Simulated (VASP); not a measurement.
A run of VASP 6.6.1 is set up as follows.

The input INCAR:

```
SYSTEM = Re
  ALGO = Normal
  EDIFF = 1E-7
  ENCUT = 520
  GGA = PS
  ISIF = 2
  ISMEAR = 0
  LASPH = .True.
  LCHARG = .True.
  LELF = .True.
  LREAL = .False.
  LVHAR = .True.
  LWAVE = .False.
  NBANDS = 14
  NELM = 80
  PREC = Accurate
  SIGMA = 0.15
```

The input KPOINTS:

```
k-points
0
Gamma
  18 18 10
  0 0 0
```

Contents of POSCAR:

```
Re
1.0
    2.7274678575      0.0000000000      0.0000000000
   -1.3637339288      2.3620564526      0.0000000000
    0.0000000000      0.0000000000      4.4064109239
Re
2
Direct
    0.3333333333      0.6666666667      0.2344034496
    0.6666666667      0.3333333333      0.7655965504
```

Potentials or basis: VASP PAW PBE potentials, release 64 (Re).

Launch:

```sh
$ cat potpaw_PBE.64/Re/POTCAR > POTCAR
$ mpirun -np 1 vasp_std > vasp.out
```

Task: Estimate the largest force.

Result: 1.195 eV/Å.

Task: Estimate the pressure.

Result: 14.1 GPa.

Task: Predict the band gap on the k mesh.

Result: Zero (band 7 reaches 9.78 eV, above the bottom of band 8 at 6.50 eV).

Forces in eV/Å, atoms in the order of the input:
```
Re   0.000  0.000  1.195
Re   0.000  0.000 -1.195
```

Caveat: the PAW data sets were made with another functional, which shifts forces and pressure a little; spin-orbit coupling is left out, which moves the levels of the heavy elements.
